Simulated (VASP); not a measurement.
# Mn (I4_1/amd) in VASP: single point with PBE

Aim: the single point of Mn with PBE.

Everything below comes from runs of VASP 6.6.1. Logs are shortened: lines on timing, memory, paths and dates and some standing lists are left out, and cuts for length are marked.

**1. The cell of the first run**

The structure is tetragonal, space group I4_1/amd (No. 141). The conventional cell has a = 4.389 Å, b = 4.389 Å, c = 2.344 Å, α = 90.00°, β = 90.00°, γ = 90.00°. Mn (site symmetry -4m2) has 10 Mn at 2.27 to 2.81 Å within 3.0 Å.

**2. Single point, PBE, collinear spin, ferromagnetic start**

INCAR

```
SYSTEM = Mn
PREC = Accurate ; ENCUT = 520
EDIFF = 1E-7 ; ISMEAR = -1
SIGMA = 0.05 ; LREAL = .FALSE.
LASPH = .TRUE. ; NELM = 150
ALGO = Normal ; ISIF = 2
LWAVE = .FALSE. ; LCHARG = .FALSE.
ISPIN = 2 ; MAGMOM = 3 3
LORBIT = 11 ; LMAXMIX = 4
GGA = PE ; NBANDS = 24
```

KPOINTS

```
Automatic mesh
0
G
  18 18 18
  0 0 0
```

POSCAR

```
Mn
1.0
   -2.1947155972      2.1947155972      1.1721145238
    2.1947155972     -2.1947155972      1.1721145238
    2.1947155972      2.1947155972     -1.1721145238
Mn
2
Direct
   -0.3750000000     -0.1250000000     -0.2500000000
    0.3750000000      0.1250000000      0.2500000000
```

Potentials or basis: VASP PAW PBE potentials, release 64 (Mn_pv).

The run is started by

```bash
$ cat potpaw_PBE.64/Mn_pv/POTCAR > POTCAR
$ mpirun -np 1 vasp_std > vasp.out
```

OUTCAR:

```text
SYSTEM = Mn
   PREC = Accurate
   ENCUT = 520
   EDIFF = 1E-7
   ISMEAR = -1
   LREAL = .FALSE.
   LASPH = .TRUE.
   NELM = 150
   ISIF = 2
   ISPIN = 2
   LORBIT = 11
   GGA = PE

 ion  position               nearest neighbor table
   1  0.625  0.875  0.750-   2 2.27   2 2.27   2 2.27   2 2.27   2 2.81   2 2.81   2 2.81   2 2.81

   2  0.375  0.125  0.250-   1 2.27   1 2.27   1 2.27   1 2.27   1 2.81   1 2.81   1 2.81   1 2.81

  LATTYP: Found a body centered tetragonal cell.
 ALAT       =     4.3894311944
 C/A-ratio  =     0.5340621470

  Lattice vectors:

 A1 = (  -2.1947155972,   2.1947155972,   1.1721145238)
 A2 = (   2.1947155972,  -2.1947155972,   1.1721145238)
 A3 = (   2.1947155972,   2.1947155972,  -1.1721145238)

Analysis of symmetry for initial positions (statically):
=====================================================================
 Subroutine PRICEL returns:
 Original cell was already a primitive cell.

 Routine SETGRP: Setting up the symmetry group for a
 body centered tetragonal supercell.

 Subroutine GETGRP returns: Found 16 space group operations
 (whereof  4 operations were pure point group operations)
 out of a pool of 16 trial point group operations.

The static configuration has the point symmetry C_2h.
 The point group associated with its full space group is D_4h.

Analysis of symmetry for dynamics (positions and initial velocities):
=====================================================================
 Subroutine PRICEL returns:
 Original cell was already a primitive cell.

 Routine SETGRP: Setting up the symmetry group for a
 body centered tetragonal supercell.

 Subroutine GETGRP returns: Found 16 space group operations
 (whereof  4 operations were pure point group operations)
 out of a pool of 16 trial point group operations.

The dynamic configuration has the point symmetry C_2h.
 The point group associated with its full space group is D_4h.

Analysis of structural, dynamic, and magnetic symmetry:
=====================================================================
 Subroutine PRICEL returns:
 Original cell was already a primitive cell.

 Routine SETGRP: Setting up the symmetry group for a
 body centered tetragonal supercell.

 Subroutine GETGRP returns: Found 16 space group operations
 (whereof  4 operations were pure point group operations)
 out of a pool of 16 trial point group operations.

The overall configuration has the point symmetry C_2h.
 The point group associated with its full space group is D_4h.

[... 113 lines left out ...]
   ISMEAR =    -1;   SIGMA  =   0.05  broadening in eV -4-tet -1-fermi 0-gaus
   EFERMI_NEDOS =   21; number of points for ismear=-14 and -15
   IALGO  =     38    algorithm
   IMIX   =      4    mixing-type and parameters
     AMIX     =   0.40;   BMIX     =  1.00
     AMIX_MAG =   1.60;   BMIX_MAG =  1.00
  volume/ion in A,a.u.               =      11.29        76.20
  Fermi-wavevector in a.u.,A,eV,Ry     =   1.715815  3.242420 40.055834  2.944021
  Thomas-Fermi vector in A             =   2.793117
   LORBIT       =     11    0 simple, 1 ext, 2 COOP (PROOUT), +10 PAW based schemes
   GGA     = PE    functional components
   LHFCALC =     F    Hartree Fock is set to
   AEXX    =    0.0000 exact exchange contribution
   IVDW    =     0    specifies the selected vdW correction
   LEPSILON=     F    determine dielectric tensor
   LRPA    =     F    only Hartree local field effects (RPA)
 spin polarized calculation
  energy-cutoff  :      520.00
  volume of cell :       22.58
 maximum number of plane-waves:       622
 NGX is ok and might be reduce to    28
   NGX = 13   NGY = 13   NGZ = 13

 number of electron      26.0000012 magnetization       0.3972929

 Free energy of the ion-electron system (eV)
  ---------------------------------------------------
  ext. energy  EPLUGINS =         0.00000000
  ---------------------------------------------------
  free energy    TOTEN  =       -16.65646396 eV

  energy without entropy =      -16.62707065  energy(sigma->0) =      -16.64176730

 E-fermi :  10.1696     XC(G=0): -13.6425

 val. band max:       10.1684510744   @ k =  -0.1111   0.1667   0.1111
 cond. band min:      10.1700938106   @ k =   0.1667   0.0556   0.0556
 fundamental gap:      0.0016427362
 Fermi energy:        10.1696191784

 spin component 1

 k-point     1 :       0.0000    0.0000    0.0000
  band No.  band energies     occupation
      1     -38.4651      1.00000
      2     -38.4651      1.00000
      3     -37.7574      1.00000
      4     -37.7483      1.00000
      5     -37.7136      1.00000
      6     -37.7136      1.00000
[... 637 lines left out ...]
     23      30.0619      0.00000
     24      30.3529      0.00000

 [... further k-points ...]

 spin component 2

 k-point     1 :       0.0000    0.0000    0.0000
  band No.  band energies     occupation
      1     -38.2536      1.00000
      2     -38.2536      1.00000
      3     -37.5384      1.00000
      4     -37.5294      1.00000
      5     -37.4971      1.00000
      6     -37.4971      1.00000
[... 637 lines left out ...]
     23      30.1297      0.00000
     24      30.4088      0.00000

 [... further k-points ...]
[... 5 lines left out ...]
  --------------------------------------------------------------------------------------
  -------------------------------------------------------------------------------------
  Total        0.7721500      0.7721500      0.7562678      0.0000000      0.0000000      0.0000000
  in kB       54.7804636     54.7804636     53.6536948      0.0000000      0.0000000      0.0000000
  external PRESSURE =      54.4048740 kB  Pullay stress =       0.0000000 kB

 VOLUME and BASIS-vectors are now :
 -----------------------------------------------------------------------------
  energy-cutoff  :      520.00
  volume of cell :       22.58
      direct lattice vectors                 reciprocal lattice vectors
    -2.194715597  2.194715597  1.172114524     0.000000000  0.227819951  0.426579477
     2.194715597 -2.194715597  1.172114524     0.227819951  0.000000000  0.426579477
     2.194715597  2.194715597 -1.172114524     0.227819951  0.227819951  0.000000000

 POSITION                                       TOTAL-FORCE (eV/Angst)
 -----------------------------------------------------------------------------------
      2.19472      1.09736      0.87909        -0.000000      0.000000     -0.000000
      0.00000      1.09736      0.29303         0.000000     -0.000000      0.000000
 -----------------------------------------------------------------------------------
    total drift:                                0.000000      0.000000     -0.000000

  FREE ENERGIE OF THE ION-ELECTRON SYSTEM (eV)
  ---------------------------------------------------
  free  energy   TOTEN  =       -16.6564639566 eV

  energy  without entropy=      -16.6270706521  energy(sigma->0) =      -16.64176730

 total charge

# of ion       s       p       d       tot
------------------------------------------
    1        0.425   6.357   5.242  12.025
    2        0.425   6.357   5.242  12.025
--------------------------------------------------
tot          0.850  12.715  10.484  24.049

 magnetization (x)

# of ion       s       p       d       tot
------------------------------------------
    1        0.002   0.000   0.195   0.197
    2        0.002   0.000   0.195   0.197
--------------------------------------------------
tot          0.004   0.001   0.390   0.394
```

stdout:

```text
POSCAR found type information on POSCAR Mn
 POSCAR found :  1 types and       2 ions
 scaLAPACK will be used
 LDA part: xc-table for (Slater+PW92), standard interpolation
 POSCAR, INCAR and KPOINTS ok, starting setup
 FFT: planning ... GRIDC
 FFT: planning ... GRID_SOFT
 FFT: planning ... GRID
 WAVECAR not read
 entering main loop
```

Run time: 7.6 min. Hardware: 1 thread of Intel Xeon 6975P-C (Granite Rapids), shared host; peak memory 0.45 GiB.

What came out:

| Quantity | Value |
| --- | --- |
| Free energy | -16.6565 eV |
| Pressure | 5.4 GPa |
| Net moment | 0.40 μB per cell |
| Site moments | Mn +0.20 μB |
| Valence electrons inside the program's atomic spheres | Mn 12.03 |

Stress tensor (GPa, compression positive):
```
5.48 0.00 0.00
0.00 5.48 0.00
0.00 0.00 5.37
```

Caveat: the cell stands under pressure.
